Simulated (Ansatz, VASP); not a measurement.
Ti: VASP beside Ansatz

File INCAR:

```
PREC = Accurate
ENCUT = 520
EDIFF = 1E-6
ISMEAR = 0
SIGMA = 0.1
LREAL = False
LASPH = True
NELM = 80
ALGO = Fast
ISIF = 2
LWAVE = False
LCHARG = True
LDIPOL = True
IDIPOL = 3
DIPOL = 0.5 0.5 0.500
GGA = PS
LELF = True
LVHAR = True
LVACPOTAV = True
NBANDS = 38
```

Contents of KPOINTS:

```
regular mesh
0
Gamma
  12 12 1
```

POSCAR

```
Ti
1.0
    2.9004758374      0.0000000000      0.0000000000
   -1.4502379187      2.5118857582      0.0000000000
    0.0000000000      0.0000000000     24.1818425069
Ti
5
Direct
    0.3333333333      0.6666666667      0.3101500640
    0.6666666667      0.3333333333      0.4050750320
    0.3333333333      0.6666666667      0.5000000000
    0.6666666667      0.3333333333      0.5949249680
    0.3333333333      0.6666666667      0.6898499360
```

Input for Ansatz:

```yaml
crystal:
  lattice:
    - [2.9004758374, 0.0, 0.0]
    - [-1.4502379187, 2.5118857582, 0.0]
    - [0.0, 0.0, 24.1818425069]
  atoms:
    - { symbol: Ti, position: [0.3333333333, 0.6666666667, 0.310150064] }
    - { symbol: Ti, position: [0.6666666667, 0.3333333333, 0.405075032] }
    - { symbol: Ti, position: [0.3333333333, 0.6666666667, 0.5] }
    - { symbol: Ti, position: [0.6666666667, 0.3333333333, 0.594924968] }
    - { symbol: Ti, position: [0.3333333333, 0.6666666667, 0.689849936] }
basis:
  ecutwfc: 420
kpoints:
  mp_grid: { grid: [12, 12, 1] }
hamiltonian:
  xc: pbesol
scf:
  occupations: { method: gaussian, width: 0.1 }
output:
  forces: true
  stress: true
  eigenvalues: true
efield:
  axis: 3
  dipole_correction: true
```

Alike in both runs: task single point; functional PBEsol; k mesh 12 × 12 × 1; occupations gaussian, width 0.1 eV; no spin polarisation.

|  | VASP | Ansatz |
| --- | --- | --- |
| version | VASP 6.6.1 | Ansatz 0.2.0 |
| potentials or method | VASP PAW PBE potentials, release 64 (Ti_sv), cutoff 520 eV | scalar-relativistic, plane waves, PAW |
| valence electrons in the cell | 60 | 60 |

```csv
,VASP,Ansatz,Ansatz less VASP
gap on the k mesh at the Fermi level (eV),none,none,-
rms of the force components (eV/Å),0.338,0.333,-0.0046
"work function, face that differs most (eV)",4.61,4.63,+0.014
```

VASP's potentials were made for PBE, not for PBEsol. Atom by atom the forces differ by 0.005 eV/Å (rms over components). A gap of «none» marks a metal or a gap that the smearing closes. With one functional, cell and mesh, what is left measures potentials, basis and numerics.
